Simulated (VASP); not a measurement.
# TeP2 (P-6m2) in VASP: a series of runs

Runs on TeP2. Level: PBE. Tasks: relaxation of cell and atoms.

All numbers are computed with VASP 6.6.1; they aren't measurements. Logs are shortened: lines on timing, memory, paths and dates and some standing lists are left out, and cuts for length are marked.

## Step 1: The cell of the first run

It takes space group P-6m2 (No. 187, hexagonal). The conventional cell has a = 4.173 Å, b = 4.173 Å, c = 5.242 Å, α = 90.00°, β = 90.00°, γ = 120.00°. Within 3.8 Å of Te (site symmetry -6m2) lie 6 P at 2.88 Å. P (site symmetry 3m) has 1 P at 2.07 Å within 2.7 Å.

The cell was generated, and may not be a known phase.

## Step 2: Relaxation of cell and atoms, PBE

INCAR

```
PREC = Accurate
ENCUT = 600
EDIFF = 1E-6
ISMEAR = 0
SIGMA = 0.1
LREAL = False
LASPH = True
NELM = 60
ALGO = Normal
ISIF = 3
LWAVE = False
LCHARG = False
GGA = PE
IBRION = 2
NSW = 100
EDIFFG = -0.01
```

KPOINTS

```
Automatic mesh
0
Gamma
  12 12 10
```

POSCAR

```
TeP2
1.0
    4.1728522116      0.0000000000      0.0000000000
   -2.0864261058      3.6137960215      0.0000000000
    0.0000000000      0.0000000000      5.2418132837
Te P
1 2
Direct
    0.0000000000      0.0000000000      0.0000000000
    0.6666666667      0.3333333333      0.6974818159
    0.6666666667      0.3333333333      0.3025181841
```

Potentials or basis: VASP PAW PBE potentials, release 64 (Te, P).

Started as:

```
$ cat potpaw_PBE.64/Te/POTCAR potpaw_PBE.64/P/POTCAR > POTCAR
$ mpirun -np 1 vasp_std > vasp.out
```

OUTCAR:

```text
PREC = Accurate
   ENCUT = 600
   EDIFF = 1E-6
   ISMEAR = 0
   LREAL = False
   LASPH = True
   NELM = 60
   ISIF = 3
   GGA = PE
   IBRION = 2
   NSW = 100
   EDIFFG = -0.01

 ion  position               nearest neighbor table
   1  0.000  0.000  0.000-   2 2.88   3 2.88   2 2.88   3 2.88   2 2.88   3 2.88
   2  0.667  0.333  0.697-   3 2.07   1 2.88   1 2.88   1 2.88
   3  0.667  0.333  0.303-   2 2.07   1 2.88   1 2.88   1 2.88

  LATTYP: Found a hexagonal cell.
 ALAT       =     4.1728522116
 C/A-ratio  =     1.2561703645

  Lattice vectors:

 A1 = (   4.1728522116,   0.0000000000,   0.0000000000)
 A2 = (  -2.0864261058,   3.6137960215,   0.0000000000)
 A3 = (   0.0000000000,   0.0000000000,   5.2418132837)

Analysis of symmetry for initial positions (statically):
=====================================================================
 Subroutine PRICEL returns:
 Original cell was already a primitive cell.

 Routine SETGRP: Setting up the symmetry group for a
 hexagonal supercell.

 Subroutine GETGRP returns: Found 12 space group operations
 (whereof 12 operations were pure point group operations)
 out of a pool of 24 trial point group operations.

The static configuration has the point symmetry D_3h.

Analysis of symmetry for dynamics (positions and initial velocities):
=====================================================================
 Subroutine PRICEL returns:
 Original cell was already a primitive cell.

 Routine SETGRP: Setting up the symmetry group for a
 hexagonal supercell.

 Subroutine GETGRP returns: Found 12 space group operations
 (whereof 12 operations were pure point group operations)
 out of a pool of 24 trial point group operations.

The dynamic configuration has the point symmetry D_3h.

 Subroutine INISYM returns: Found 12 space group operations
 (whereof 12 operations are pure point group operations),
 and found     1 'primitive' translations

----------------------------------------------------------------------------------------

                                     Primitive cell

  volume of cell :      79.0457

  direct lattice vectors                    reciprocal lattice vectors
     4.172852212  0.000000000  0.000000000     0.239644241  0.138358667  0.000000000
    -2.086426106  3.613796021  0.000000000     0.000000000  0.276717334  0.000000000
     0.000000000  0.000000000  5.241813284     0.000000000  0.000000000  0.190773678

  length of vectors
     4.172852212  4.172852212  5.241813284     0.276717334  0.276717334  0.190773678

  position of ions in fractional coordinates (direct lattice)
     0.000000000  0.000000000  0.000000000
     0.666666667  0.333333333  0.697481816
     0.666666667  0.333333333  0.302518184

  ion indices of the primitive-cell ions
   primitive index   ion index
                 1           1
                 2           2
                 3           3

----------------------------------------------------------------------------------------

 KPOINTS: Automatic mesh

Automatic generation of k-mesh.
 Grid dimensions read from file:
 generate k-points for:   12   12   10

 Generating k-lattice:

  Cartesian coordinates                     Fractional coordinates (reciprocal lattice)
     0.019970353  0.011529889  0.000000000     0.083333333  0.000000000  0.000000000
     0.000000000  0.023059778  0.000000000     0.000000000  0.083333333  0.000000000
     0.000000000  0.000000000  0.019077368     0.000000000  0.000000000  0.100000000

  Length of vectors
     0.023059778  0.023059778  0.019077368

  Shift w.r.t. Gamma in fractional coordinates (k-lattice)
     0.000000000  0.000000000  0.000000000

 Subroutine IBZKPT returns following result:
 ===========================================

 Found    114 irreducible k-points:

 Following reciprocal coordinates:
            Coordinates               Weight
  0.000000  0.000000  0.000000      1.000000
  0.083333  0.000000  0.000000      6.000000
  0.166667  0.000000  0.000000      6.000000
  0.250000 -0.000000  0.000000      6.000000
  0.333333  0.000000  0.000000      6.000000
  0.416667  0.000000  0.000000      6.000000
[... 16 lines left out ...]
  0.250000 -0.000000  0.100000     12.000000
  0.333333  0.000000  0.100000     12.000000
 [... further k-points ...]
   k-points           NKPTS =    114   k-points in BZ     NKDIM =    114   number of bands    NBANDS=     12
   number of dos      NEDOS =    301   number of ions     NIONS =      3
   total plane-waves  NPLWV =  54432
   dimension x,y,z NGX =    36 NGY =   36 NGZ =   42
   dimension x,y,z NGXF=    72 NGYF=   72 NGZF=   84
   ions per type =               1   2
   NGX,Y,Z   is equivalent  to a cutoff of  14.34, 14.34, 13.32 a.u.
   NGXF,Y,Z  is equivalent  to a cutoff of  28.68, 28.68, 26.64 a.u.
 SYSTEM =  unknown system
   PREC   = accura    normal or accurate (medium, high low for compatibility)
   ISTART =      0    job   : 0-new  1-cont  2-samecut
   ICHARG =      2    charge: 1-file 2-atom 10-const
   ISPIN  =      1    spin polarized calculation?
   LNONCOLLINEAR =      F non collinear calculations
   LSORBIT =      F    spin-orbit coupling
   LASPH  =      T    aspherical Exc in radial PAW
   ENCUT  =  600.0 eV  44.10 Ry    6.64 a.u.   8.33  8.33 10.47*2*pi/ulx,y,z
   NELM   =     60;   NELMIN=  2; NELMDL= -5     # of ELM steps
   EDIFF  = 0.1E-05   stopping-criterion for ELM
   LREAL  =      F    real-space projection
   EDIFFG = -.1E-01   stopping-criterion for IOM
   NSW    =    100    number of steps for IOM
   IBRION =      2    ionic relax: 0-MD 1-quasi-New 2-CG
   NFREE  =      1    steps in history (QN), initial steepest desc. (CG)
   ISIF   =      3    stress and relaxation
   ISYM   =      2    0-nonsym 1-usesym 2-fastsym
   POTIM  = 0.5000    time-step for ionic-motion
   TEBEG  =    0.0;   TEEND  =   0.0 temperature during run
   PSTRESS=    0.0 pullay stress
   NELECT =      16.0000    total number of electrons
   NUPDOWN=      -1.0000    fix difference up-down
   EMIN   =  10.00;   EMAX   =-10.00  energy-range for DOS
   EFERMI =   0.00;   METHOD = LEGACY
   ISMEAR =     0;   SIGMA  =   0.10  broadening in eV -4-tet -1-fermi 0-gaus
   EFERMI_NEDOS =   21; number of points for ismear=-14 and -15
   IALGO  =     38    algorithm
   IMIX   =      4    mixing-type and parameters
     AMIX     =   0.40;   BMIX     =  1.00
     AMIX_MAG =   1.60;   BMIX_MAG =  1.00
  volume/ion in A,a.u.               =      26.35       177.81
  Fermi-wavevector in a.u.,A,eV,Ry     =   0.961218  1.816439 12.570979  0.923941
  Thomas-Fermi vector in A             =   2.090571
   LORBIT       =      0    0 simple, 1 ext, 2 COOP (PROOUT), +10 PAW based schemes
   GGA     = PE    functional components
   LHFCALC =     F    Hartree Fock is set to
   AEXX    =    0.0000 exact exchange contribution
   IVDW    =     0    specifies the selected vdW correction
   LEPSILON=     F    determine dielectric tensor
   LRPA    =     F    only Hartree local field effects (RPA)
 conjugate gradient relaxation of ions
 non-spin polarized calculation
 Gauss-broadening in eV      SIGMA  =   0.10
  energy-cutoff  :      600.00
  volume of cell :       79.05
 maximum number of plane-waves:      2679
 NGX is ok and might be reduce to    36
   NGX = 17   NGY = 17   NGZ = 21

--------------------------------------- Ionic step        1  -------------------------------------------

 number of electron      16.0000000 magnetization

 Free energy of the ion-electron system (eV)
  ---------------------------------------------------
  ext. energy  EPLUGINS =         0.00000000
  ---------------------------------------------------
  free energy    TOTEN  =       -12.41642690 eV

  energy without entropy =      -12.41058253  energy(sigma->0) =      -12.41350472

------------------------ aborting loop because EDIFF is reached ----------------------------------------

  FORCE on cell =-STRESS in cart. coord.  units (eV):
  Direction    XX          YY          ZZ          XY          YZ          ZX
  --------------------------------------------------------------------------------------
  -------------------------------------------------------------------------------------
  Total       -0.0110284     -0.0110284     -0.1087855      0.0000000      0.0000000      0.0000000
  in kB       -0.2235340     -0.2235340     -2.2049727      0.0000000      0.0000000      0.0000000
  external PRESSURE =      -0.8840135 kB  Pullay stress =       0.0000000 kB
[... 133 lines left out ...]
  energy  without entropy=      -12.4106434606  energy(sigma->0) =      -12.41360380

--------------------------------------- Ionic step        5  -------------------------------------------

 number of electron      16.0000000 magnetization

 Free energy of the ion-electron system (eV)
  ---------------------------------------------------
  ext. energy  EPLUGINS =         0.00000000
  ---------------------------------------------------
  free energy    TOTEN  =       -12.41658330 eV

  energy without entropy =      -12.41067247  energy(sigma->0) =      -12.41362789

 E-fermi :   5.3328     XC(G=0):  -9.0315

 val. band max:        5.3305917724   @ k =   0.0833   0.0833   0.2000
 cond. band min:       5.3597707657   @ k =   0.1667   0.0833   0.1000
 fundamental gap:      0.0291789933
 Fermi energy:         5.3328027092

 k-point     1 :       0.0000    0.0000    0.0000
  band No.  band energies     occupation
      1      -8.8357      2.00000
      2      -5.0921      2.00000
      3      -3.2917      2.00000
      4       2.0567      2.00000
      5       2.0567      2.00000
      6       2.3112      2.00000
      7       5.0453      1.99995
      8       5.0453      1.99995
      9       5.5786      0.00051
     10       6.2719      0.00000
     11       6.2719      0.00000
     12       8.7291      0.00000
[... 331 lines left out ...]
 k-point    24 :       0.3333    0.0000    0.1000
  band No.  band energies     occupation
      1      -7.9863      2.00000
      2      -5.7590      2.00000
      3      -2.7594      2.00000
      4      -0.4430      2.00000
      5       1.2144      2.00000
      6       1.9475      2.00000
      7       3.1890      2.00000
      8       5.0980      1.99910
      9       5.5499      0.00213
     10       6.6353      0.00000
     11       7.9553      0.00000
     12       9.9662      0.00000

 [... further k-points ...]
[... 5 lines left out ...]
  --------------------------------------------------------------------------------------
  -------------------------------------------------------------------------------------
  Total       -0.0058659     -0.0058659      0.0242733      0.0000000      0.0000000      0.0000000
  in kB       -0.1189580     -0.1189580      0.4922531      0.0000000      0.0000000      0.0000000
  external PRESSURE =       0.0847791 kB  Pullay stress =       0.0000000 kB
[... 18 lines left out ...]
  FREE ENERGIE OF THE ION-ELECTRON SYSTEM (eV)
  ---------------------------------------------------
  free  energy   TOTEN  =       -12.4165832995 eV

  energy  without entropy=      -12.4106724711  energy(sigma->0) =      -12.41362789

 reached required accuracy - stopping structural energy minimisation
```

Run time: 3.6 min. Hardware: 1 thread of AMD EPYC 7R13 (Zen 3), shared host; peak memory 0.3 GiB.

What came out:

* Free energy: -12.4166 eV
* Relaxed volume: 26.33 Å³/atom
* Relaxed cell: a = 4.173 Å, b = 4.173 Å, c = 5.240 Å, α = 90.00°, β = 90.00°, γ = 120.00°
* Space group after relaxing (to 0.1 Å): P-6m2 (No. 187)
* Energy gained by relaxing: 0.1 meV/atom
* Ionic steps: 5
* Pressure after relaxing: 0.0 GPa
* Largest force after relaxing: 0.006 eV/Å
* Band gap on the k mesh: zero (bands 8 and 9 overlap by 0.44 eV)

Forces on the atoms (eV/Å):
```
Te   0.000  0.000  0.000
P    0.000  0.000 -0.006
P    0.000  0.000  0.006
```

Step by step:
| step | energy change (eV) | largest force (eV/Å) | pressure (GPa) | volume (Å³) |
| --- | --- | --- | --- | --- |
| 1 | 0.0000 | 0.0627 | -0.09 | 79.05 |
| 2 | 0.0000 | 0.0519 | 0.16 | 78.88 |
| 3 | -0.0001 | 0.0088 | 0.03 | 78.97 |
| 4 | -0.0001 | 0.0100 | 0.03 | 78.97 |
| 5 | -0.0002 | 0.0055 | 0.01 | 79.00 |

Final structure:
```cif
data_structure
_symmetry_space_group_name_H-M 'P 1'
_symmetry_Int_Tables_number 1
_cell_length_a 4.1726
_cell_length_b 4.1726
_cell_length_c 5.2397
_cell_angle_alpha 90.000
_cell_angle_beta 90.000
_cell_angle_gamma 120.000
_cell_volume 79.00
loop_
_atom_site_label
_atom_site_type_symbol
_atom_site_fract_x
_atom_site_fract_y
_atom_site_fract_z
_atom_site_occupancy
Te1 Te 0.00000 0.00000 0.00000 1
P1 P 0.66667 0.33333 0.69711 1
P2 P 0.66667 0.33333 0.30289 1
```

Caveat: spin-orbit coupling is left out, which moves the levels of the heavy elements.

## Step 3: Relaxation of cell and atoms, PBE

This run uses another cell than the first one, of 25.30 Å³/atom.

INCAR

```
PREC = Accurate
ENCUT = 600
EDIFF = 1E-6
ISMEAR = 0
SIGMA = 0.1
LREAL = F
LASPH = T
NELM = 60
ALGO = Normal
ISIF = 3
LWAVE = F
LCHARG = F
GGA = PE
IBRION = 2
NSW = 100
EDIFFG = -0.01
```

KPOINTS

```
Automatic mesh
0
Gamma
  12 12 8
```

POSCAR

```
TeP2
1.0
    3.9926219877      0.0000000000      0.0000000000
   -1.9963109938      3.4577120690      0.0000000000
    0.0000000000      0.0000000000      5.4985268761
Te P
1 2
Direct
    0.0000000000      0.0000000000      0.0000000000
    0.6666666667      0.3333333333      0.6876701444
    0.6666666667      0.3333333333      0.3123298556
```

Potentials or basis: VASP PAW PBE potentials, release 64 (Te, P).

Started as:

```
$ cat potpaw_PBE.64/Te/POTCAR potpaw_PBE.64/P/POTCAR > POTCAR
$ mpirun -np 1 vasp_std > vasp.out
```

Wall time 8.1 min (1 thread of AMD EPYC 7R13 (Zen 3), shared host); peak memory 0.27 GiB.

It converged, with:

- Free energy: -12.4139 eV
- Relaxed volume: 26.35 Å³/atom
- Relaxed cell: a = 4.177 Å, b = 4.177 Å, c = 5.232 Å, α = 90.00°, β = 90.00°, γ = 120.00°
- Space group after relaxing (to 0.1 Å): P-6m2 (No. 187)
- Energy gained by relaxing: 8.8 meV/atom
- Ionic steps: 14
- Pressure after relaxing: 0.0 GPa
- Largest force after relaxing: 0.005 eV/Å
- Band gap on the k mesh: zero (bands 8 and 9 overlap by 0.48 eV)

Forces on the atoms (eV/Å):
```
Te   0.000  0.000  0.000
P    0.000  0.000 -0.005
P    0.000  0.000  0.005
```

The path:
```tsv
step	energy change (eV)	largest force (eV/Å)	pressure (GPa)	volume (Å³)
1	0.0000	0.0372	0.32	75.91
2	-0.0058	0.1228	0.28	76.46
3	-0.0125	0.3068	0.26	77.55
4	-0.0132	0.4096	0.26	78.07
5	-0.0157	0.3398	0.09	78.39
6	-0.0199	0.1576	-0.43	79.34
7	-0.0153	0.1501	-1.46	81.24
8	-0.0203	0.0783	-0.72	79.81
9	-0.0223	0.0658	-0.58	79.67
10	-0.0259	0.0314	-0.18	79.25
11	-0.0225	0.0311	0.64	78.36
12	-0.0264	0.0226	0.04	79.02
13	-0.0264	0.0217	0.05	79.01
14	-0.0264	0.0054	0.01	79.04
```

Final structure:
```cif
data_structure
_symmetry_space_group_name_H-M 'P 1'
_symmetry_Int_Tables_number 1
_cell_length_a 4.1767
_cell_length_b 4.1767
_cell_length_c 5.2320
_cell_angle_alpha 90.000
_cell_angle_beta 90.000
_cell_angle_gamma 120.000
_cell_volume 79.04
loop_
_atom_site_label
_atom_site_type_symbol
_atom_site_fract_x
_atom_site_fract_y
_atom_site_fract_z
_atom_site_occupancy
Te1 Te 0.00000 0.00000 0.00000 1
P1 P 0.66667 0.33333 0.69752 1
P2 P 0.66667 0.33333 0.30248 1
```

Levels at points of the mesh, in eV from the Fermi level:
```csv
k point,band 6,band 7,band 8,band 9,band 10,band 11
"(0.00, 0.00, 0.00)",-3.07,-0.32,-0.32,0.21,0.90,0.90
"(0.50, 0.00, 0.00)",-3.68,-2.90,0.11,0.37,0.62,2.77
"(0.00, 0.00, 0.50)",-2.57,-1.88,-1.88,0.79,1.32,1.32
"(0.50, 0.00, 0.50)",-2.42,-2.39,-2.23,0.49,1.59,3.33
```

Caveat: spin-orbit coupling is left out, which moves the levels of the heavy elements.

The gap in the log of VASP goes by the Fermi energy; the results here count the filled bands.